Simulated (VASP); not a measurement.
# Al18H4C in VASP: a series of runs

Runs on Al18H4C. Level: PBE+D3(BJ). Tasks: single point.

Program: VASP 6.6.1. These are calculated values, not measurements. Logs are shortened: lines on timing, memory, paths and dates and some standing lists are left out, and cuts for length are marked.

### Step 1. The cell of the first run

The cell holds a slab with vacuum, 23 atoms: a = 5.728 Å, b = 8.591 Å, c = 17.677 Å, α = 90.00°, β = 90.00°, γ = 60.00°.

### Step 2. Single point, PBE+D3(BJ)

INCAR reads:

```
  PREC = Accurate
  ENCUT = 520
  EDIFF = 1E-6
  ISMEAR = 0
  SIGMA = 0.05
  LREAL = Auto
  LASPH = T
  NELM = 60
  ALGO = Normal
  ISIF = 2
  LWAVE = F
  LCHARG = F
  GGA = PE
  IVDW = 12
  NBANDS = 48
```

KPOINTS reads:

```
regular mesh
0
Gamma
  3 2 1
```

POSCAR reads:

```
Al18H4C
1.0
    5.7275650000      0.0000000000      0.0000000000
    4.2956740000      7.4403250000      0.0000000000
    0.0000000000      0.0000000000     17.6765370000
Al C H
18 1 4
Direct
    0.1666665958      0.1111111410      0.0565722234
    0.6666666831      0.1111111410      0.0565722234
    0.1666667458      0.4444444295      0.0565722234
    0.6666666585      0.4444444295      0.0565722234
    0.1666666204      0.7777778524      0.0565722234
    0.6666667077      0.7777778524      0.0565722234
   -0.1666741985      0.2222767151      0.1881389437
    0.3331312040      0.2223107190      0.1882756221
   -0.1666456657      0.5555777469      0.1879017932
    0.3332268252      0.5556773394      0.1878668316
   -0.1665691782      0.8888150719      0.1880380756
    0.3333669016      0.8887639989      0.1878498600
    0.0004278218     -0.0004333144      0.3195100375
    0.5001063485     -0.0004485019      0.3196363632
   -0.0004011287      0.3336006156      0.3196037210
    0.4997390871      0.3337038369      0.3195849391
    0.0000011733      0.6668837719      0.3194773388
    0.4999920040      0.6667804162      0.3188737138
    0.4953901034      0.6644549801      0.5211410470
    0.2932390960      0.7600630349      0.5001714420
    0.5543683157      0.5295088588      0.5003655411
    0.6390886483      0.7035762551      0.5003801932
    0.4949552256      0.6646674708      0.5831315263
```

Potentials or basis: VASP PAW PBE potentials, release 64 (Al, C, H).

Started as:

```console
> cat potpaw_PBE.64/Al/POTCAR potpaw_PBE.64/C/POTCAR potpaw_PBE.64/H/POTCAR > POTCAR
> mpirun -np 1 vasp_std > vasp.out
```

OUTCAR:

```text
PREC = Accurate
   ENCUT = 520
   EDIFF = 1E-6
   ISMEAR = 0
   LREAL = Auto
   LASPH = T
   NELM = 60
   ISIF = 2
   GGA = PE
   IVDW = 12
 IVDW          = 12

 ion  position               nearest neighbor table
   1  0.167  0.111  0.057-  12 2.85   7 2.85   8 2.86   2 2.86   4 2.86   5 2.86   3 2.86   6 2.86
                             2 2.86
   2  0.667  0.111  0.057-  11 2.85   7 2.85   8 2.86   1 2.86   4 2.86   3 2.86   5 2.86   6 2.86
                             1 2.86
   3  0.167  0.444  0.057-  10 2.85   9 2.85   8 2.86   4 2.86   2 2.86   1 2.86   5 2.86   6 2.86
                             4 2.86
   4  0.667  0.444  0.057-  10 2.85   9 2.85   7 2.85   3 2.86   2 2.86   1 2.86   5 2.86   3 2.86
                             6 2.86
   5  0.167  0.778  0.057-  12 2.85  10 2.85  11 2.85   6 2.86   2 2.86   1 2.86   3 2.86   4 2.86
                             6 2.86
   6  0.667  0.778  0.057-  12 2.85   9 2.85  11 2.85   5 2.86   2 2.86   1 2.86   3 2.86   5 2.86
                             4 2.86
   7  0.833  0.222  0.188-  15 2.85  16 2.85  13 2.85   4 2.85   1 2.85   2 2.85   8 2.86   9 2.86
                            10 2.86  11 2.86  12 2.86   8 2.86
   8  0.333  0.222  0.188-  15 2.85  16 2.85  14 2.85   3 2.86   1 2.86   2 2.86   7 2.86   9 2.86
                            10 2.86   7 2.86  12 2.86  11 2.87
   9  0.833  0.556  0.188-  18 2.85   6 2.85   3 2.85   4 2.85  15 2.85  17 2.85   8 2.86  12 2.86
[... 4 lines left out ...]
                            12 2.86  12 2.86   7 2.86   8 2.87
  12  0.333  0.889  0.188-  18 2.84   5 2.85   6 2.85   1 2.85  13 2.85  14 2.86  10 2.86   9 2.86
                            11 2.86  11 2.86   7 2.86   8 2.86
  13  0.000  1.000  0.320-  11 2.85   7 2.85  12 2.85  17 2.86  18 2.86  14 2.86  14 2.87  15 2.87
                            16 2.87
  14  0.500  1.000  0.320-   8 2.85  11 2.85  12 2.86  18 2.86  17 2.86  13 2.86  13 2.87  15 2.87
                            16 2.87
  15  1.000  0.334  0.320-   8 2.85   7 2.85   9 2.85  18 2.86  16 2.86  17 2.86  16 2.87  13 2.87
                            14 2.87
  16  0.500  0.334  0.320-   8 2.85   7 2.85  10 2.85  18 2.86  17 2.86  15 2.86  15 2.87  13 2.87
                            14 2.87
  17  0.000  0.667  0.319-  11 2.85  10 2.85   9 2.85  13 2.86  14 2.86  16 2.86  18 2.86  18 2.86
                            15 2.86
  18  0.500  0.667  0.319-  12 2.84   9 2.85  10 2.85  14 2.86  13 2.86  15 2.86  16 2.86  17 2.86
                            17 2.86
  19  0.495  0.664  0.521-  23 1.10  21 1.10  20 1.10  22 1.10
  20  0.293  0.760  0.500-  19 1.10
  21  0.554  0.530  0.500-  19 1.10
  22  0.639  0.704  0.500-  19 1.10
  23  0.495  0.665  0.583-  19 1.10

  LATTYP: Found a simple monoclinic cell.
 ALAT       =     5.7275650000
 B/A-ratio  =     3.0862219809
 C/A-ratio  =     1.3228756151
 COS(beta)  =    -0.1889822093

  Lattice vectors:

 A1 = (   5.7275650000,   0.0000000000,   0.0000000000)
 A2 = (   0.0000000000,   0.0000000000, -17.6765370000)
 A3 = (  -1.4318910000,   7.4403250000,   0.0000000000)

Analysis of symmetry for initial positions (statically):
=====================================================================
 Subroutine PRICEL returns:
 Original cell was already a primitive cell.

 Routine SETGRP: Setting up the symmetry group for a
 simple monoclinic supercell.

 Subroutine GETGRP returns: Found  1 space group operations
 (whereof  1 operations were pure point group operations)
 out of a pool of  4 trial point group operations.

The static configuration has the point symmetry C_1 .

Analysis of symmetry for dynamics (positions and initial velocities):
=====================================================================
 Subroutine PRICEL returns:
 Original cell was already a primitive cell.

 Routine SETGRP: Setting up the symmetry group for a
 simple monoclinic supercell.

 Subroutine GETGRP returns: Found  1 space group operations
 (whereof  1 operations were pure point group operations)
 out of a pool of  4 trial point group operations.

The dynamic configuration has the point symmetry C_1 .

 Subroutine INISYM returns: Found  1 space group operations
 (whereof  1 operations are pure point group operations),
 and found     1 'primitive' translations

----------------------------------------------------------------------------------------

                                     Primitive cell

  volume of cell :     753.2847

  direct lattice vectors                    reciprocal lattice vectors
     5.727565000  0.000000000  0.000000000     0.174594265 -0.100802054  0.000000000
     4.295674000  7.440325000  0.000000000     0.000000000  0.134402731  0.000000000
     0.000000000  0.000000000 17.676537000     0.000000000  0.000000000  0.056572167

[... 66 lines left out ...]
     0.000000000  0.067201366  0.000000000     0.000000000  0.500000000  0.000000000
[... 46 lines left out ...]
 SYSTEM =  unknown system
   PREC   = accura    normal or accurate (medium, high low for compatibility)
   ISTART =      0    job   : 0-new  1-cont  2-samecut
   ICHARG =      2    charge: 1-file 2-atom 10-const
   ISPIN  =      1    spin polarized calculation?
   LNONCOLLINEAR =      F non collinear calculations
   LSORBIT =      F    spin-orbit coupling
   LASPH  =      T    aspherical Exc in radial PAW
   ENCUT  =  520.0 eV  38.22 Ry    6.18 a.u.  10.65 15.97 32.87*2*pi/ulx,y,z
   NELM   =     60;   NELMIN=  2; NELMDL= -5     # of ELM steps
   EDIFF  = 0.1E-05   stopping-criterion for ELM
   LREAL  =      T    real-space projection
   EDIFFG = 0.1E-04   stopping-criterion for IOM
   NSW    =      0    number of steps for IOM
   IBRION =     -1    ionic relax: 0-MD 1-quasi-New 2-CG
   NFREE  =      0    steps in history (QN), initial steepest desc. (CG)
   ISIF   =      2    stress and relaxation
   ISYM   =      2    0-nonsym 1-usesym 2-fastsym
   POTIM  = 0.5000    time-step for ionic-motion
   TEBEG  =    0.0;   TEEND  =   0.0 temperature during run
   PSTRESS=    0.0 pullay stress
   NELECT =      62.0000    total number of electrons
   NUPDOWN=      -1.0000    fix difference up-down
   EMIN   =  10.00;   EMAX   =-10.00  energy-range for DOS
   EFERMI =   0.00;   METHOD = LEGACY
   ISMEAR =     0;   SIGMA  =   0.05  broadening in eV -4-tet -1-fermi 0-gaus
   EFERMI_NEDOS =   21; number of points for ismear=-14 and -15
   IALGO  =     38    algorithm
   IMIX   =      4    mixing-type and parameters
     AMIX     =   0.40;   BMIX     =  1.00
     AMIX_MAG =   1.60;   BMIX_MAG =  1.00
  volume/ion in A,a.u.               =      32.75       221.02
  Fermi-wavevector in a.u.,A,eV,Ry     =   0.712119  1.345709  6.899691  0.507113
  Thomas-Fermi vector in A             =   1.799410
   LORBIT       =      0    0 simple, 1 ext, 2 COOP (PROOUT), +10 PAW based schemes
   GGA     = PE    functional components
   LHFCALC =     F    Hartree Fock is set to
   AEXX    =    0.0000 exact exchange contribution
   IVDW    =    12    specifies the selected vdW correction
   LEPSILON=     F    determine dielectric tensor
   LRPA    =     F    only Hartree local field effects (RPA)
 non-spin polarized calculation
 Gauss-broadening in eV      SIGMA  =   0.05
  energy-cutoff  :      520.00
  volume of cell :      753.28
 maximum number of plane-waves:     20332
 NGX is ok and might be reduce to    42
   NGX = 21   NGY = 31   NGZ = 65

 number of electron      62.0000002 magnetization

 Free energy of the ion-electron system (eV)
  ---------------------------------------------------
  ext. energy  EPLUGINS =         0.00000000
  ---------------------------------------------------
  free energy    TOTEN  =       -87.41334765 eV

  energy without entropy =      -87.39027942  energy(sigma->0) =      -87.40181353

 E-fermi :   0.7356     XC(G=0):  -5.4855

 val. band max:        0.6900718268   @ k =   0.3333   0.5000   0.0000
 cond. band min:       0.8179960390   @ k =   0.0000   0.0000   0.0000
 fundamental gap:      0.1279242122
 Fermi energy:         0.7355935882

 k-point     1 :       0.0000    0.0000    0.0000
  band No.  band energies     occupation
      1     -12.2005      2.00000
      2      -9.5543      2.00000
      3      -7.7535      2.00000
      4      -6.9148      2.00000
      5      -6.9124      2.00000
      6      -5.1948      2.00000
[... 173 lines left out ...]
     42       3.3380      0.00000
     43       3.3413      0.00000
 [bands above 43 left out]

------------------------ aborting loop because EDIFF is reached ----------------------------------------

 Edisp (eV)   -4.28387

 E8    (eV) :    -1.9632

  FORCE on cell =-STRESS in cart. coord.  units (eV):
  Direction    XX          YY          ZZ          XY          YZ          ZX
  --------------------------------------------------------------------------------------
  -------------------------------------------------------------------------------------
  Total     -11.38345   -11.34798    -0.09540     0.00348     0.00056     0.00021
  in kB     -24.21170   -24.13627    -0.20291     0.00740     0.00119     0.00045
  external pressure =      -16.18 kB  Pullay stress =        0.00 kB

 VOLUME and BASIS-vectors are now :
 -----------------------------------------------------------------------------
  energy-cutoff  :      520.00
  volume of cell :      753.28
      direct lattice vectors                 reciprocal lattice vectors
     5.727565000  0.000000000  0.000000000     0.174594265 -0.100802054  0.000000000
     4.295674000  7.440325000  0.000000000     0.000000000  0.134402731  0.000000000
     0.000000000  0.000000000 17.676537000     0.000000000  0.000000000  0.056572167

 POSITION                                       TOTAL-FORCE (eV/Angst)
 -----------------------------------------------------------------------------------
      1.43189      0.82670      1.00000        -0.002731      0.000172      0.005562
      4.29567      0.82670      1.00000         0.003630      0.000003      0.010505
      2.86378      3.30681      1.00000        -0.001094      0.006626      0.001310
      5.72757      3.30681      1.00000        -0.001021      0.000859     -0.002795
      4.29567      5.78692      1.00000        -0.003409     -0.001614     -0.007947
      7.15946      5.78692      1.00000         0.004005     -0.004294     -0.003690
[... 15 lines left out ...]
      6.68276      5.23484      8.84499         0.018568      0.005028     -0.004174
      5.69008      4.94534     10.30775        -0.000708     -0.000080      0.021315
 -----------------------------------------------------------------------------------
    total drift:                               -0.000828      0.009912     -0.005568

  FREE ENERGIE OF THE ION-ELECTRON SYSTEM (eV)
  ---------------------------------------------------
  free  energy   TOTEN  =       -91.6972132862 eV

  energy  without entropy=      -91.6741450527  energy(sigma->0) =      -91.68567917
```

Run time: 3.4 min. Hardware: 1 thread of AMD EPYC 9R45 (Zen 5), shared host; peak memory 0.79 GiB.

What came out:

```
Free energy                : -91.6972 eV
Largest force              : 0.021 eV/Å
Band gap on the k mesh     : zero (filled and empty bands touch)
Dispersion energy per atom : -0.186 eV
```

Forces in eV/Å, atoms in the order of the input:
```
Al  -0.003  0.000  0.006
Al   0.004  0.000  0.011
Al  -0.001  0.007  0.001
Al  -0.001  0.001 -0.003
Al  -0.003 -0.002 -0.008
Al   0.004 -0.004 -0.004
Al  -0.002 -0.001 -0.001
Al  -0.001 -0.001  0.000
Al   0.002 -0.001  0.002
Al   0.002 -0.002  0.002
Al   0.000  0.000  0.000
Al   0.001  0.002  0.000
Al   0.000  0.003 -0.002
Al  -0.001  0.002 -0.001
Al  -0.002 -0.001 -0.002
Al  -0.001 -0.002 -0.003
Al   0.001 -0.001 -0.004
Al   0.003  0.000 -0.004
C   -0.002  0.001  0.000
H   -0.013  0.012 -0.003
H   -0.005 -0.019 -0.004
H    0.019  0.005 -0.004
H   -0.001  0.000  0.021
```

Levels at points of the mesh, in eV from the Fermi level:
| k point | band 27 | band 28 | band 29 | band 30 | band 31 | band 32 | band 33 | band 34 | band 35 | band 36 |
| --- | --- | --- | --- | --- | --- | --- | --- | --- | --- | --- |
| (0.00, 0.00, 0.00) | -0.37 | -0.36 | -0.12 | -0.05 | -0.05 | 0.08 | 0.16 | 0.16 | 0.77 | 1.46 |
| (0.00, 0.50, 0.00) | -1.26 | -1.26 | -0.13 | -0.12 | -0.05 | -0.05 | 0.08 | 0.08 | 1.36 | 1.40 |

Caveat: the k points lie up to 0.42 Å⁻¹ apart.

### Step 3. Single point, PBE+D3(BJ)

INCAR: that of step 2 with these lines changed.

```diff
@@ -7,3 +7,3 @@
   LASPH = T
-  NELM = 60
+  NELM = 80
   ALGO = Normal
```

KPOINTS reads:

```
Automatic mesh
0
Gamma
  3 2 1
```

POSCAR reads:

```
Al18H4C
1.0
    5.7275650000      0.0000000000      0.0000000000
    4.2956740000      7.4403250000      0.0000000000
    0.0000000000      0.0000000000     17.6765370000
Al C H
18 1 4
Direct
    0.1666665958      0.1111111410      0.0565722234
    0.6666666831      0.1111111410      0.0565722234
    0.1666667458      0.4444444295      0.0565722234
    0.6666666585      0.4444444295      0.0565722234
    0.1666666204      0.7777778524      0.0565722234
    0.6666667077      0.7777778524      0.0565722234
   -0.1667228008      0.2222851824      0.1881731133
    0.3331798064      0.2223022516      0.1882414525
   -0.1666775833      0.5556026114      0.1878930245
    0.3332587427      0.5556524749      0.1878756003
   -0.1665852674      0.8888023037      0.1879910075
    0.3333828162      0.8887767671      0.1878969280
    0.0003473628     -0.0004370777      0.3195416048
    0.5001868075     -0.0004447386      0.3196047959
   -0.0003660093      0.3336264209      0.3195990255
    0.4997041423      0.3336780315      0.3195896346
   -0.0000011224      0.6668579666      0.3193264608
    0.4999941989      0.6668063559      0.3190246483
    0.6203901689      0.6644549801      0.5211410470
    0.4182391614      0.7600630349      0.5001714420
    0.6793683812      0.5295088588      0.5003655411
    0.7640887138      0.7035762551      0.5003801932
    0.6199551165      0.6646674708      0.5831315263
```

Potentials or basis: VASP PAW PBE potentials, release 64 (Al, C, H).

Started as:

```console
> cat potpaw_PBE.64/Al/POTCAR potpaw_PBE.64/C/POTCAR potpaw_PBE.64/H/POTCAR > POTCAR
> mpirun -np 1 vasp_std > vasp.out
```

It took 3.7 min on 1 thread of AMD EPYC 9R45 (Zen 5), shared host; peak memory 0.79 GiB.

Results (log left out):

```yaml
Free_energy: -91.6961 eV
Largest_force: 0.027 eV/Å
Band_gap_on_the_k_mesh: zero (filled and empty bands touch)
Dispersion_energy_per_atom: -0.186 eV
```

Forces in eV/Å, atoms in the order of the input:
```
Al   0.000  0.000  0.006
Al   0.001 -0.001  0.010
Al  -0.002  0.006  0.000
Al   0.000  0.004 -0.001
Al  -0.003 -0.003 -0.006
Al   0.004 -0.004 -0.005
Al   0.001  0.000 -0.001
Al  -0.004 -0.002 -0.001
Al   0.001 -0.003  0.000
Al   0.003  0.001  0.003
Al   0.001  0.000  0.001
Al   0.000  0.001 -0.001
Al   0.000  0.005  0.003
Al  -0.001 -0.002 -0.004
Al  -0.002  0.000 -0.006
Al   0.002 -0.001  0.002
Al   0.001 -0.001 -0.004
Al   0.003 -0.001 -0.009
C    0.011 -0.005  0.008
H   -0.014  0.022 -0.003
H   -0.001 -0.019 -0.005
H    0.007  0.004 -0.007
H   -0.008  0.000  0.021
```

Levels at points of the mesh, in eV from the Fermi level:
```
           k point  band 27  band 28  band 29  band 30  band 31  band 32  band 33  band 34  band 35  band 36
(0.00, 0.00, 0.00)    -0.37    -0.37    -0.12    -0.05    -0.05     0.08     0.16     0.16     0.77     1.46
(0.00, 0.50, 0.00)    -1.26    -1.26    -0.12    -0.12    -0.05    -0.05     0.08     0.08     1.36     1.40
```

Caveat: the k points lie up to 0.42 Å⁻¹ apart.

### Step 4. Single point, PBE+D3(BJ)

INCAR reads:

```
SYSTEM = Al18H4C
PREC     = Accurate       ! precision mode
ENCUT    = 520            ! plane-wave cutoff, eV
EDIFF    = 1E-6           ! SCF threshold, eV
ISMEAR   = 0              ! smearing method
SIGMA    = 0.05           ! smearing width, eV
LREAL    = Auto         
LASPH    = .TRUE.         ! aspherical terms in the spheres
NELM     = 80             ! most SCF steps
ALGO     = Normal         ! electronic algorithm
ISIF     = 2              ! what is computed and relaxed
LWAVE    = .FALSE.        ! write WAVECAR
LCHARG   = .FALSE.        ! write CHGCAR
GGA      = PE             ! functional
IVDW     = 12             ! dispersion correction
NBANDS   = 48             ! bands
```

KPOINTS reads:

```
Automatic mesh
0
G
  3 2 1
  0 0 0
```

POSCAR reads:

```
Al18H4C
1.0
    5.7275650000      0.0000000000      0.0000000000
    4.2956740000      7.4403250000      0.0000000000
    0.0000000000      0.0000000000     17.6765370000
Al C H
18 1 4
Direct
    0.1666665958      0.1111111410      0.0565722234
    0.6666666831      0.1111111410      0.0565722234
    0.1666667458      0.4444444295      0.0565722234
    0.6666666585      0.4444444295      0.0565722234
    0.1666666204      0.7777778524      0.0565722234
    0.6666667077      0.7777778524      0.0565722234
   -0.1667715040      0.2222937842      0.1882072829
    0.3332284087      0.2222937842      0.1882072829
   -0.1667093262      0.5556274760      0.1878843124
    0.3332905865      0.5556274760      0.1878843124
   -0.1666011820      0.8887895354      0.1879439395
    0.3333989053      0.8887895354      0.1879439395
    0.0002670784     -0.0004408410      0.3195732286
    0.5002669911     -0.0004408410      0.3195732286
   -0.0003310645      0.3336522262      0.3195943300
    0.4996690228      0.3336522262      0.3195943300
   -0.0000034181      0.6668321612      0.3191755263
    0.4999964946      0.6668321612      0.3191755263
    0.7453902344      0.6644549801      0.5211410470
    0.5432390523      0.7600630349      0.5001714420
    0.8043684467      0.5295088588      0.5003655411
    0.8890886047      0.7035762551      0.5003801932
    0.7449551820      0.6646674708      0.5831315263
```

Started as:

```console
> cat potpaw_PBE.64/Al/POTCAR potpaw_PBE.64/C/POTCAR potpaw_PBE.64/H/POTCAR > POTCAR
> mpirun -np 1 vasp_std > vasp.out
```

Run time: 4.7 min. Hardware: 1 thread of AMD EPYC 9R45 (Zen 5), shared host; peak memory 0.79 GiB.

Results (log left out):

| Quantity | Value |
| --- | --- |
| Free energy | -91.6947 eV |
| Largest force | 0.021 eV/Å |
| Band gap on the k mesh | zero (filled and empty bands touch) |
| Dispersion energy per atom | -0.186 eV |

Forces in eV/Å, atoms in the order of the input:
```
Al   0.003  0.001  0.007
Al  -0.002 -0.001  0.009
Al  -0.003  0.004 -0.001
Al   0.001  0.007  0.001
Al  -0.002 -0.004 -0.005
Al   0.002 -0.004 -0.007
Al   0.001  0.000  0.000
Al  -0.005 -0.002 -0.003
Al   0.002 -0.004 -0.001
Al   0.002  0.002  0.004
Al   0.000  0.000  0.002
Al   0.000  0.000  0.000
Al  -0.001  0.005  0.006
Al   0.001 -0.003 -0.006
Al  -0.002  0.000 -0.008
Al   0.001  0.000  0.003
Al  -0.001 -0.002 -0.010
Al   0.004 -0.002 -0.008
C   -0.010 -0.006  0.017
H   -0.005  0.017 -0.005
H   -0.002 -0.015 -0.009
H    0.015  0.011 -0.006
H    0.000 -0.002  0.020
```

Levels at points of the mesh, in eV from the Fermi level:
| k point | band 28 | band 29 | band 30 | band 31 | band 32 | band 33 | band 34 | band 35 |
| --- | --- | --- | --- | --- | --- | --- | --- | --- |
| (0.00, 0.00, 0.00) | -0.37 | -0.12 | -0.05 | -0.05 | 0.08 | 0.16 | 0.16 | 0.77 |
| (0.00, 0.50, 0.00) | -1.26 | -0.12 | -0.12 | -0.05 | -0.05 | 0.08 | 0.08 | 1.36 |

Caveat: the k points lie up to 0.42 Å⁻¹ apart.
